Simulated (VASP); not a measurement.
# Rh (Fm-3m) in VASP: single point with PBE

Aim: the single point of Rh with PBE.

All numbers are computed with VASP 6.6.1; they aren't measurements. Logs are shortened: lines on timing, memory, paths and dates and some standing lists are left out, and cuts for length are marked.

## Step 1: The cell of the first run

The structure is cubic, space group Fm-3m (No. 225). Conventional cell: a = 3.830 Å, b = 3.830 Å, c = 3.830 Å, α = 90.00°, β = 90.00°, γ = 90.00°. Rh (site symmetry m-3m) has 12 Rh at 2.71 Å within 3.6 Å.

## Step 2: Single point, PBE

File INCAR:

```
SYSTEM = Rh
PREC     = Accurate       ! precision mode
ENCUT    = 520            ! plane-wave cutoff, eV
EDIFF    = 1E-6           ! SCF threshold, eV
ISMEAR   = 0              ! smearing method
SIGMA    = 0.1            ! smearing width, eV
LREAL    = .False.        ! projectors in reciprocal space
LASPH    = .True.         ! aspherical terms in the spheres
NELM     = 100            ! most SCF steps
ALGO     = Normal         ! electronic algorithm
ISIF     = 2              ! what is computed and relaxed
LWAVE    = .False.        ! write WAVECAR
LCHARG   = .False.        ! write CHGCAR
GGA      = PE             ! functional
NBANDS   = 14             ! bands
```

File KPOINTS:

```
Automatic mesh
0
Gamma
  18 18 18
  0 0 0
```

File POSCAR:

```
Rh
1.0
    0.0000000000      1.9149654121      1.9149654121
    1.9149654121      0.0000000000      1.9149654121
    1.9149654121      1.9149654121      0.0000000000
Rh
1
Direct
    0.0000000000      0.0000000000      0.0000000000
```

Potentials or basis: VASP PAW PBE potentials, release 64 (Rh_pv).

Run with:

```
$ cat potpaw_PBE.64/Rh_pv/POTCAR > POTCAR
$ mpirun -np 1 vasp_std > vasp.out
```

OUTCAR:

```text
SYSTEM = Rh
   PREC = Accurate
   ENCUT = 520
   EDIFF = 1E-6
   ISMEAR = 0
   LREAL = .False.
   LASPH = .True.
   NELM = 100
   ISIF = 2
   GGA = PE

 ion  position               nearest neighbor table
   1  0.000  0.000  0.000-

  LATTYP: Found a face centered cubic cell.
 ALAT       =     3.8299308242

  Lattice vectors:

 A1 = (   0.0000000000,   1.9149654121,   1.9149654121)
 A2 = (   1.9149654121,   0.0000000000,   1.9149654121)
 A3 = (   1.9149654121,   1.9149654121,   0.0000000000)

Analysis of symmetry for initial positions (statically):
=====================================================================
 Subroutine PRICEL returns:
 Original cell was already a primitive cell.

 Routine SETGRP: Setting up the symmetry group for a
 face centered cubic supercell.

 Subroutine GETGRP returns: Found 48 space group operations
 (whereof 48 operations were pure point group operations)
 out of a pool of 48 trial point group operations.

The static configuration has the point symmetry O_h .

Analysis of symmetry for dynamics (positions and initial velocities):
=====================================================================
 Subroutine PRICEL returns:
 Original cell was already a primitive cell.

 Routine SETGRP: Setting up the symmetry group for a
 face centered cubic supercell.

 Subroutine GETGRP returns: Found 48 space group operations
 (whereof 48 operations were pure point group operations)
 out of a pool of 48 trial point group operations.

The dynamic configuration has the point symmetry O_h .

 Subroutine INISYM returns: Found 48 space group operations
 (whereof 48 operations are pure point group operations),
 and found     1 'primitive' translations

----------------------------------------------------------------------------------------

                                     Primitive cell

  volume of cell :      14.0447

  direct lattice vectors                    reciprocal lattice vectors
     0.000000000  1.914965412  1.914965412    -0.261101322  0.261101322  0.261101322
     1.914965412  0.000000000  1.914965412     0.261101322 -0.261101322  0.261101322
     1.914965412  1.914965412  0.000000000     0.261101322  0.261101322 -0.261101322

  length of vectors
     2.708170057  2.708170057  2.708170057     0.452240755  0.452240755  0.452240755

  position of ions in fractional coordinates (direct lattice)
     0.000000000  0.000000000  0.000000000

  ion indices of the primitive-cell ions
   primitive index   ion index
                 1           1

----------------------------------------------------------------------------------------

 KPOINTS: Automatic mesh

Automatic generation of k-mesh.
 Grid dimensions read from file:
 generate k-points for:   18   18   18

 Generating k-lattice:

  Cartesian coordinates                     Fractional coordinates (reciprocal lattice)
    -0.014505629  0.014505629  0.014505629     0.055555556  0.000000000  0.000000000
     0.014505629 -0.014505629  0.014505629     0.000000000  0.055555556  0.000000000
     0.014505629  0.014505629 -0.014505629     0.000000000  0.000000000  0.055555556

  Length of vectors
     0.025124486  0.025124486  0.025124486

  Shift w.r.t. Gamma in fractional coordinates (k-lattice)
     0.000000000  0.000000000  0.000000000

 Subroutine IBZKPT returns following result:
 ===========================================

 Found    195 irreducible k-points:

 Following reciprocal coordinates:
            Coordinates               Weight
  0.000000  0.000000  0.000000      1.000000
  0.055556  0.000000  0.000000      8.000000
  0.111111  0.000000  0.000000      8.000000
  0.166667  0.000000  0.000000      8.000000
  0.222222  0.000000  0.000000      8.000000
  0.277778  0.000000  0.000000      8.000000
[... 16 lines left out ...]
 -0.277778  0.055556  0.000000     24.000000
 -0.222222  0.055556  0.000000     24.000000
 [... further k-points ...]
   k-points           NKPTS =    195   k-points in BZ     NKDIM =    195   number of bands    NBANDS=     14
   number of dos      NEDOS =    301   number of ions     NIONS =      1
   total plane-waves  NPLWV =   8000
   dimension x,y,z NGX =    20 NGY =   20 NGZ =   20
   dimension x,y,z NGXF=    40 NGYF=   40 NGZF=   40
   ions per type =               1
   NGX,Y,Z   is equivalent  to a cutoff of  12.28, 12.28, 12.28 a.u.
   NGXF,Y,Z  is equivalent  to a cutoff of  24.55, 24.55, 24.55 a.u.
 SYSTEM =  Rh
   PREC   = accura    normal or accurate (medium, high low for compatibility)
   ISTART =      0    job   : 0-new  1-cont  2-samecut
   ICHARG =      2    charge: 1-file 2-atom 10-const
   ISPIN  =      1    spin polarized calculation?
   LNONCOLLINEAR =      F non collinear calculations
   LSORBIT =      F    spin-orbit coupling
   LASPH  =      T    aspherical Exc in radial PAW
   ENCUT  =  520.0 eV  38.22 Ry    6.18 a.u.   5.04  5.04  5.04*2*pi/ulx,y,z
   NELM   =    100;   NELMIN=  2; NELMDL= -5     # of ELM steps
   EDIFF  = 0.1E-05   stopping-criterion for ELM
   LREAL  =      F    real-space projection
   EDIFFG = 0.1E-04   stopping-criterion for IOM
   NSW    =      0    number of steps for IOM
   IBRION =     -1    ionic relax: 0-MD 1-quasi-New 2-CG
   NFREE  =      0    steps in history (QN), initial steepest desc. (CG)
   ISIF   =      2    stress and relaxation
   ISYM   =      2    0-nonsym 1-usesym 2-fastsym
   POTIM  = 0.5000    time-step for ionic-motion
   TEBEG  =    0.0;   TEEND  =   0.0 temperature during run
   PSTRESS=    0.0 pullay stress
   NELECT =      15.0000    total number of electrons
   NUPDOWN=      -1.0000    fix difference up-down
   EMIN   =  10.00;   EMAX   =-10.00  energy-range for DOS
   EFERMI =   0.00;   METHOD = LEGACY
   ISMEAR =     0;   SIGMA  =   0.10  broadening in eV -4-tet -1-fermi 0-gaus
   EFERMI_NEDOS =   21; number of points for ismear=-14 and -15
   IALGO  =     38    algorithm
   IMIX   =      4    mixing-type and parameters
     AMIX     =   0.40;   BMIX     =  1.00
     AMIX_MAG =   1.60;   BMIX_MAG =  1.00
  volume/ion in A,a.u.               =      14.04        94.78
  Fermi-wavevector in a.u.,A,eV,Ry     =   1.673405  3.162276 38.100167  2.800283
  Thomas-Fermi vector in A             =   2.758382
   LORBIT       =      0    0 simple, 1 ext, 2 COOP (PROOUT), +10 PAW based schemes
   GGA     = PE    functional components
   LHFCALC =     F    Hartree Fock is set to
   AEXX    =    0.0000 exact exchange contribution
   IVDW    =     0    specifies the selected vdW correction
   LEPSILON=     F    determine dielectric tensor
   LRPA    =     F    only Hartree local field effects (RPA)
 non-spin polarized calculation
 Gauss-broadening in eV      SIGMA  =   0.10
  energy-cutoff  :      520.00
  volume of cell :       14.04
 maximum number of plane-waves:       388
   NGX =  9   NGY =  9   NGZ =  9

 number of electron      15.0000003 magnetization

 Free energy of the ion-electron system (eV)
  ---------------------------------------------------
  ext. energy  EPLUGINS =         0.00000000
  ---------------------------------------------------
  free energy    TOTEN  =        -7.26168647 eV

  energy without entropy =       -7.25452261  energy(sigma->0) =       -7.25810454

 E-fermi :  11.5188     XC(G=0): -13.8954

 val. band max:       11.5186487575   @ k =   0.5000   0.3889   0.0556
 cond. band min:      11.5267629549   @ k =  -0.4444   0.3333   0.1667
 fundamental gap:      0.0081141974
 Fermi energy:        11.5188282679

 k-point     1 :       0.0000    0.0000    0.0000
  band No.  band energies     occupation
      1     -34.8320      2.00000
      2     -34.8320      2.00000
      3     -34.8320      2.00000
      4       3.7145      2.00000
      5       8.5361      2.00000
      6       8.5361      2.00000
      7       8.5361      2.00000
      8      10.5515      2.00000
      9      10.5515      2.00000
     10      27.5264      0.00000
     11      32.0996      0.00000
     12      32.8662      0.00000
     13      32.8662      0.00000
     14      32.8662      0.00000

 k-point     2 :       0.0556    0.0000    0.0000
  band No.  band energies     occupation
      1     -34.8532      2.00000
      2     -34.8348      2.00000
      3     -34.8348      2.00000
      4       3.8367      2.00000
      5       8.4826      2.00000
      6       8.5835      2.00000
      7       8.5835      2.00000
      8      10.5251      2.00000
      9      10.5251      2.00000
     10      27.6999      0.00000
     11      32.0900      0.00000
     12      32.1745      0.00000
     13      33.0413      0.00000
     14      33.0413      0.00000

 k-point     3 :       0.1111    0.0000    0.0000
  band No.  band energies     occupation
      1     -34.9139      2.00000
      2     -34.8431      2.00000
      3     -34.8431      2.00000
      4       4.1877      2.00000
      5       8.3487      2.00000
      6       8.7074      2.00000
      7       8.7074      2.00000
      8      10.4685      2.00000
      9      10.4685      2.00000
     10      28.1600      0.00000
     11      30.7118      0.00000
     12      32.1000      0.00000
     13      33.5489      0.00000
     14      33.5489      0.00000
[... 324 lines left out ...]
 k-point    23 :      -0.2778    0.0556    0.0000
  band No.  band energies     occupation
      1     -35.2733      2.00000
      2     -34.9160      2.00000
      3     -34.8863      2.00000
      4       5.7912      2.00000
      5       8.6653      2.00000
      6       8.8657      2.00000
      7       8.8763      2.00000
      8      10.7294      2.00000
      9      11.4630      1.57015
     10      25.0378      0.00000
     11      28.6983      0.00000
     12      32.0988      0.00000
     13      33.8738      0.00000
     14      36.4346      0.00000

 k-point    24 :      -0.2222    0.0556    0.0000
  band No.  band energies     occupation
      1     -35.1598      2.00000
      2     -34.8991      2.00000
      3     -34.8696      2.00000
      4       5.5237      2.00000
      5       8.2027      2.00000
      6       8.9156      2.00000
      7       8.9666      2.00000
      8      10.3697      2.00000
      9      11.0268      2.00000
     10      26.8254      0.00000
     11      29.1366      0.00000
     12      32.0989      0.00000
     13      34.1718      0.00000
     14      36.0369      0.00000

 [... further k-points ...]
[... 5 lines left out ...]
  --------------------------------------------------------------------------------------
  -------------------------------------------------------------------------------------
  Total        0.0026140      0.0026140      0.0026140     -0.0000000     -0.0000000     -0.0000000
  in kB        0.2981954      0.2981954      0.2981954     -0.0000000     -0.0000000     -0.0000000
  external PRESSURE =       0.2981954 kB  Pullay stress =       0.0000000 kB

 VOLUME and BASIS-vectors are now :
 -----------------------------------------------------------------------------
  energy-cutoff  :      520.00
  volume of cell :       14.04
      direct lattice vectors                 reciprocal lattice vectors
     0.000000000  1.914965412  1.914965412    -0.261101322  0.261101322  0.261101322
     1.914965412  0.000000000  1.914965412     0.261101322 -0.261101322  0.261101322
     1.914965412  1.914965412  0.000000000     0.261101322  0.261101322 -0.261101322

 POSITION                                       TOTAL-FORCE (eV/Angst)
 -----------------------------------------------------------------------------------
      0.00000      0.00000      0.00000         0.000000      0.000000      0.000000
 -----------------------------------------------------------------------------------
    total drift:                                0.000000     -0.000000      0.000000

  FREE ENERGIE OF THE ION-ELECTRON SYSTEM (eV)
  ---------------------------------------------------
  free  energy   TOTEN  =        -7.2616864694 eV

  energy  without entropy=       -7.2545226143  energy(sigma->0) =       -7.25810454
```

Run time: 26 s. Hardware: 1 thread of Intel Xeon Platinum 8259CL at 2.50GHz (Skylake/Cascade Lake), shared host; peak memory 0.15 GiB.

Results:

* Free energy: -7.2617 eV
* Pressure: 0.0 GPa

Levels at points of the mesh, in eV from the Fermi level:
| k point | band 4 | band 5 | band 6 | band 7 | band 8 | band 9 | band 10 | band 11 |
| --- | --- | --- | --- | --- | --- | --- | --- | --- |
| (0.00, 0.00, 0.00) | -7.80 | -2.98 | -2.98 | -2.98 | -0.97 | -0.97 | 16.01 | 20.58 |
| (0.50, 0.00, 0.00) | -5.95 | -3.06 | -3.06 | 0.54 | 0.54 | 0.76 | 8.42 | 15.50 |
| (0.50, 0.50, 0.00) | -6.12 | -5.76 | 0.51 | 0.94 | 0.94 | 3.24 | 12.00 | 13.20 |
